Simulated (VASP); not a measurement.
# PbO (I-4m2) in VASP: a series of runs, part 2 of 2

VASP 6.6.1. The steps go on from the part before.

**3. Single point, r2SCAN (biaxial xy strain +2.5%)**

The input, POSCAR:

```
PbO
1.0
    0.0000000000      2.8698657333      2.7987768025
    2.8698657333      0.0000000000      2.7987768025
    2.8698657333      2.8698657333      0.0000000000
Pb O
1 1
Direct
    0.0000000000      0.0000000000      0.0000000000
    0.2500000000      0.2500000000      0.2500000000
```

The input, INCAR.step1:

```
SYSTEM = PbO
PREC = Accurate
ENCUT = 520
ISMEAR = 0
SIGMA = 0.01
LREAL = .FALSE.
LASPH = .TRUE.
NELM = 100
NBANDS = 17
GGA = PE
ALGO = Normal
EDIFF = 1E-4
LWAVE = .TRUE.
LCHARG = .FALSE.
```

The input, INCAR.step2:

```
SYSTEM = PbO
PREC = Accurate
ENCUT = 520
EDIFF = 1E-6
ISMEAR = 0
SIGMA = 0.01
LREAL = .FALSE.
LASPH = .TRUE.
NELM = 100
ALGO = Normal
ISIF = 2
LWAVE = .FALSE.
LCHARG = .FALSE.
METAGGA = R2SCAN
LMIXTAU = .TRUE.
NBANDS = 17
ISTART = 1
```

The input, KPOINTS:

```
regular mesh
0
G
  8 8 8
  0 0 0
```

Potentials or basis: VASP PAW PBE potentials, release 64 (Pb_d, O).

The run is started by

```console
> cat potpaw_PBE.64/Pb_d/POTCAR potpaw_PBE.64/O/POTCAR > POTCAR
> cp INCAR.step1 INCAR
> mpirun -np 1 vasp_std > vasp.out
> cp INCAR.step2 INCAR
> mpirun -np 1 vasp_std > vasp.out
```

OUTCAR:

```text
SYSTEM = PbO
   PREC = Accurate
   ENCUT = 520
   EDIFF = 1E-6
   ISMEAR = 0
   LREAL = .FALSE.
   LASPH = .TRUE.
   NELM = 100
   ISIF = 2
   METAGGA = R2SCAN
   ISTART = 1

 ion  position               nearest neighbor table
   1  0.000  0.000  0.000-   2 2.47   2 2.47   2 2.47   2 2.47
   2  0.250  0.250  0.250-   1 2.47   1 2.47   1 2.47   1 2.47

  LATTYP: Found a body centered tetragonal cell.
 ALAT       =     4.0586030422
 C/A-ratio  =     1.3791823312

  Lattice vectors:

 A1 = (   0.0000000000,  -2.8698657333,  -2.7987768025)
 A2 = (   0.0000000000,   2.8698657333,  -2.7987768025)
 A3 = (   2.8698657333,   0.0000000000,   2.7987768025)

Analysis of symmetry for initial positions (statically):
=====================================================================
 Subroutine PRICEL returns:
 Original cell was already a primitive cell.

 Routine SETGRP: Setting up the symmetry group for a
 body centered tetragonal supercell.

 Subroutine GETGRP returns: Found  8 space group operations
 (whereof  8 operations were pure point group operations)
 out of a pool of 16 trial point group operations.

The static configuration has the point symmetry D_2d.

Analysis of symmetry for dynamics (positions and initial velocities):
=====================================================================
 Subroutine PRICEL returns:
 Original cell was already a primitive cell.

 Routine SETGRP: Setting up the symmetry group for a
 body centered tetragonal supercell.

 Subroutine GETGRP returns: Found  8 space group operations
 (whereof  8 operations were pure point group operations)
 out of a pool of 16 trial point group operations.

The dynamic configuration has the point symmetry D_2d.

 Subroutine INISYM returns: Found  8 space group operations
 (whereof  8 operations are pure point group operations),
 and found     1 'primitive' translations

----------------------------------------------------------------------------------------

                                     Primitive cell

  volume of cell :      46.1022

  direct lattice vectors                    reciprocal lattice vectors
     0.000000000  2.869865733  2.798776802    -0.174224179  0.174224179  0.178649473
     2.869865733  0.000000000  2.798776802     0.174224179 -0.174224179  0.178649473
     2.869865733  2.869865733  0.000000000     0.174224179  0.174224179 -0.178649473

  length of vectors
     4.008650760  4.008650760  4.058603042     0.304341523  0.304341523  0.304341523

  position of ions in fractional coordinates (direct lattice)
     0.000000000  0.000000000  0.000000000
     0.250000000  0.250000000  0.250000000

  ion indices of the primitive-cell ions
   primitive index   ion index
                 1           1
                 2           2

----------------------------------------------------------------------------------------

 KPOINTS: regular mesh

Automatic generation of k-mesh.
 Grid dimensions read from file:
 generate k-points for:    8    8    8

 Generating k-lattice:

  Cartesian coordinates                     Fractional coordinates (reciprocal lattice)
    -0.021778022  0.021778022  0.022331184     0.125000000  0.000000000  0.000000000
     0.021778022 -0.021778022  0.022331184     0.000000000  0.125000000  0.000000000
     0.021778022  0.021778022 -0.022331184     0.000000000  0.000000000  0.125000000

  Length of vectors
     0.038042690  0.038042690  0.038042690

  Shift w.r.t. Gamma in fractional coordinates (k-lattice)
     0.000000000  0.000000000  0.000000000

 Subroutine IBZKPT returns following result:
 ===========================================

 Found     59 irreducible k-points:

 Following reciprocal coordinates:
            Coordinates               Weight
  0.000000  0.000000  0.000000      1.000000
  0.125000  0.000000  0.000000      8.000000
  0.250000  0.000000  0.000000      8.000000
  0.375000 -0.000000  0.000000      8.000000
  0.500000  0.000000  0.000000      4.000000
  0.125000  0.125000  0.000000      2.000000
[... 16 lines left out ...]
  0.250000 -0.000000  0.125000     16.000000
  0.375000 -0.000000  0.125000     16.000000
 [... further k-points ...]
   k-points           NKPTS =     59   k-points in BZ     NKDIM =     59   number of bands    NBANDS=     17
   number of dos      NEDOS =    301   number of ions     NIONS =      2
   total plane-waves  NPLWV =  27000
   dimension x,y,z NGX =    30 NGY =   30 NGZ =   30
   dimension x,y,z NGXF=    60 NGYF=   60 NGZF=   60
   ions per type =               1   1
   NGX,Y,Z   is equivalent  to a cutoff of  12.44, 12.44, 12.29 a.u.
   NGXF,Y,Z  is equivalent  to a cutoff of  24.88, 24.88, 24.58 a.u.
 SYSTEM =  PbO
   PREC   = accura    normal or accurate (medium, high low for compatibility)
   ISTART =      1    job   : 0-new  1-cont  2-samecut
   ICHARG =      0    charge: 1-file 2-atom 10-const
   ISPIN  =      1    spin polarized calculation?
   LNONCOLLINEAR =      F non collinear calculations
   LSORBIT =      F    spin-orbit coupling
   LASPH  =      T    aspherical Exc in radial PAW
   ENCUT  =  520.0 eV  38.22 Ry    6.18 a.u.   7.45  7.45  7.55*2*pi/ulx,y,z
   NELM   =    100;   NELMIN=  2; NELMDL=  0     # of ELM steps
   EDIFF  = 0.1E-05   stopping-criterion for ELM
   LREAL  =      F    real-space projection
   EDIFFG = 0.1E-04   stopping-criterion for IOM
   NSW    =      0    number of steps for IOM
   IBRION =     -1    ionic relax: 0-MD 1-quasi-New 2-CG
   NFREE  =      0    steps in history (QN), initial steepest desc. (CG)
   ISIF   =      2    stress and relaxation
   ISYM   =      2    0-nonsym 1-usesym 2-fastsym
   POTIM  = 0.5000    time-step for ionic-motion
   TEBEG  =    0.0;   TEEND  =   0.0 temperature during run
   PSTRESS=    0.0 pullay stress
   NELECT =      20.0000    total number of electrons
   NUPDOWN=      -1.0000    fix difference up-down
   EMIN   =  10.00;   EMAX   =-10.00  energy-range for DOS
   EFERMI =   0.00;   METHOD = LEGACY
   ISMEAR =     0;   SIGMA  =   0.01  broadening in eV -4-tet -1-fermi 0-gaus
   EFERMI_NEDOS =   21; number of points for ismear=-14 and -15
   IALGO  =     38    algorithm
   IMIX   =      4    mixing-type and parameters
     AMIX     =   0.40;   BMIX     =  1.00
     AMIX_MAG =   1.60;   BMIX_MAG =  1.00
  volume/ion in A,a.u.               =      23.05       155.56
  Fermi-wavevector in a.u.,A,eV,Ry     =   1.239304  2.341944 20.896824  1.535873
  Thomas-Fermi vector in A             =   2.373792
   LORBIT       =      0    0 simple, 1 ext, 2 COOP (PROOUT), +10 PAW based schemes
   METAGGA = R2SCAN    functional components
   LHFCALC =     F    Hartree Fock is set to
   AEXX    =    0.0000 exact exchange contribution
   IVDW    =     0    specifies the selected vdW correction
   LEPSILON=     F    determine dielectric tensor
   LRPA    =     F    only Hartree local field effects (RPA)
 non-spin polarized calculation
 Gauss-broadening in eV      SIGMA  =   0.01
  energy-cutoff  :      520.00
  volume of cell :       46.10
 maximum number of plane-waves:      1263
 NGX is ok and might be reduce to    30
   NGX = 15   NGY = 15   NGZ = 15

 number of electron      20.0000008 magnetization

 Free energy of the ion-electron system (eV)
  ---------------------------------------------------
  ext. energy  EPLUGINS =         0.00000000
  ---------------------------------------------------
  free energy    TOTEN  =       -64.14799944 eV

  energy without entropy =      -64.14799944  energy(sigma->0) =      -64.14799944

 E-fermi :   4.0403     XC(G=0):  -9.6786

 val. band max:        3.9570064207   @ k =  -0.2500   0.2500   0.5000
 cond. band min:       4.6652068867   @ k =   0.5000   0.5000   0.0000
 fundamental gap:      0.7082004660
 Fermi energy:         4.0402708342

 k-point     1 :       0.0000    0.0000    0.0000
  band No.  band energies     occupation
      1     -14.4233      2.00000
      2     -12.9729      2.00000
      3     -12.9729      2.00000
      4     -12.9544      2.00000
      5     -12.8894      2.00000
      6     -12.8871      2.00000
[... 9 lines left out ...]
     16      16.2780      0.00000
     17      16.7136      0.00000

 k-point     2 :       0.1250    0.0000    0.0000
  band No.  band energies     occupation
      1     -14.4383      2.00000
      2     -12.9648      2.00000
      3     -12.9541      2.00000
      4     -12.8945      2.00000
      5     -12.8863      2.00000
      6     -12.8831      2.00000
[... 9 lines left out ...]
     16      15.9352      0.00000
     17      16.2573      0.00000
[... 421 lines left out ...]
 k-point    24 :       0.3750   -0.0000    0.1250
  band No.  band energies     occupation
      1     -14.5077      2.00000
      2     -12.9417      2.00000
      3     -12.9278      2.00000
      4     -12.8837      2.00000
      5     -12.8608      2.00000
      6     -12.4995      2.00000
[... 9 lines left out ...]
     16      16.9561      0.00000
     17      17.8681      0.00000

 [... further k-points ...]
[... 5 lines left out ...]
  --------------------------------------------------------------------------------------
  -------------------------------------------------------------------------------------
  Total       -0.8912430     -0.8912430     -0.8079720      0.0000000     -0.0000000      0.0000000
  in kB      -30.9731434    -30.9731434    -28.0792471      0.0000000     -0.0000000      0.0000000
  external PRESSURE =     -30.0085113 kB  Pullay stress =       0.0000000 kB

 VOLUME and BASIS-vectors are now :
 -----------------------------------------------------------------------------
  energy-cutoff  :      520.00
  volume of cell :       46.10
      direct lattice vectors                 reciprocal lattice vectors
     0.000000000  2.869865733  2.798776802    -0.174224179  0.174224179  0.178649473
     2.869865733  0.000000000  2.798776802     0.174224179 -0.174224179  0.178649473
     2.869865733  2.869865733  0.000000000     0.174224179  0.174224179 -0.178649473

 POSITION                                       TOTAL-FORCE (eV/Angst)
 -----------------------------------------------------------------------------------
      0.00000      0.00000      0.00000         0.000000      0.000000      0.000000
      1.43493      1.43493      1.39939        -0.000000     -0.000000     -0.000000
 -----------------------------------------------------------------------------------
    total drift:                               -0.000001     -0.000001     -0.000002

  FREE ENERGIE OF THE ION-ELECTRON SYSTEM (eV)
  ---------------------------------------------------
  free  energy   TOTEN  =       -64.1479994370 eV

  energy  without entropy=      -64.1479994370  energy(sigma->0) =      -64.14799944
```

OUTCAR.step1:

```text
SYSTEM = PbO
   PREC = Accurate
   ENCUT = 520
   ISMEAR = 0
   LREAL = .FALSE.
   LASPH = .TRUE.
[... 703 lines left out ...]
      0.00000      0.00000      0.00000         0.000000      0.000000      0.000000
      1.43493      1.43493      1.39939        -0.000000     -0.000000     -0.000000
 -----------------------------------------------------------------------------------
    total drift:                                0.000000      0.000000     -0.000000

  FREE ENERGIE OF THE ION-ELECTRON SYSTEM (eV)
  ---------------------------------------------------
  free  energy   TOTEN  =       -10.3529241059 eV

  energy  without entropy=      -10.3529241059  energy(sigma->0) =      -10.35292411
```

OSZICAR.step1:

```text
N       E                     dE             d eps       ncg     rms          rms(c)
DAV:   1     0.175482430384E+03    0.17548E+03   -0.10094E+04  2022   0.128E+03
DAV:   2     0.154938360516E+01   -0.17393E+03   -0.16537E+03  2144   0.339E+02
DAV:   3    -0.126410064407E+02   -0.14190E+02   -0.14108E+02  2504   0.105E+02
DAV:   4    -0.129511637030E+02   -0.31016E+00   -0.30998E+00  2463   0.175E+01
DAV:   5    -0.129622369982E+02   -0.11073E-01   -0.11072E-01  2782   0.316E+00    0.916E+00
DAV:   6    -0.107198230317E+02    0.22424E+01   -0.17789E+01  3030   0.298E+01    0.564E+00
DAV:   7    -0.103795647833E+02    0.34026E+00   -0.27824E+00  2385   0.128E+01    0.163E+00
DAV:   8    -0.105076455605E+02   -0.12808E+00   -0.10304E+00  2146   0.941E+00    0.240E+00
DAV:   9    -0.103521020420E+02    0.15554E+00   -0.29860E-01  2148   0.576E+00    0.382E-01
DAV:  10    -0.103527816204E+02   -0.67958E-03   -0.13869E-02  2317   0.881E-01    0.111E-01
DAV:  11    -0.103529578938E+02   -0.17627E-03   -0.69331E-04  2247   0.219E-01    0.561E-02
DAV:  12    -0.103529241059E+02    0.33788E-04   -0.48120E-04  2228   0.177E-01
   1 F= -.10352924E+02 E0= -.10352924E+02  d E =-.262338E-17
```

Run time: 2.1 min. Hardware: 1 thread of Intel Xeon Platinum 8488C (Sapphire Rapids), shared host; peak memory 0.2 GiB.

Results:

```yaml
Free_energy: -64.1480 eV
Pressure: -3.0 GPa
Band_gap_on_the_k_mesh: 0.71 eV, indirect (least direct gap 0.90 eV)
```

Levels at points of the mesh, in eV from the valence-band top:
```tsv
k point	band 8	band 9	band 10	band 11	band 12	band 13
(0.00, 0.00, 0.00)	-2.21	-2.21	-2.15	5.41	5.50	5.50
(0.50, 0.00, 0.00)	-2.67	-2.59	-2.15	2.61	5.58	5.74
(0.50, 0.50, 0.00)	-3.42	-3.42	-0.27	0.71	5.99	5.99
(0.50, 0.00, 0.50)	-3.34	-3.33	-0.18	0.72	5.95	6.22
```

Caveat: the cell differs from its parent crystal (biaxial xy strain +2.5%); the PAW data sets were made with another functional, which shifts forces and pressure a little; spin-orbit coupling is left out, which moves the levels of the heavy elements.
